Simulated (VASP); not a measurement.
A run of VASP 6.6.1 is set up as follows.

Contents of INCAR:

```
ALGO = Normal ; EDIFF = 1E-6
ENCUT = 520 ; ISIF = 2
ISMEAR = 0 ; LASPH = T
LCHARG = F ; LREAL = F
LWAVE = F ; NBANDS = 11
NELM = 80 ; PREC = Accurate
SIGMA = 0.05
```

KPOINTS

```
k-points
0
Gamma
  12 12 12
```

POSCAR

```
C
1.0
    0.0000000000      1.8337262702      1.8337262702
    1.8337262702      0.0000000000      1.8337262702
    1.8337262702      1.8337262702      0.0000000000
C
2
Direct
    0.5000000000      0.5000000000      0.5000000000
    0.7500000000      0.7500000000      0.7500000000
```

Potentials or basis: VASP PAW LDA potentials, release 64 (C).

Launch:

```console
$ cat potpaw_LDA.64/C/POTCAR > POTCAR
$ mpirun -np 1 vasp_std > vasp.out
```

Estimate the band gap on the k mesh.

3.92 eV, indirect (least direct gap 5.31 eV).

Estimate the pressure.

-41.8 GPa.

 A k mesh can miss the band edges.
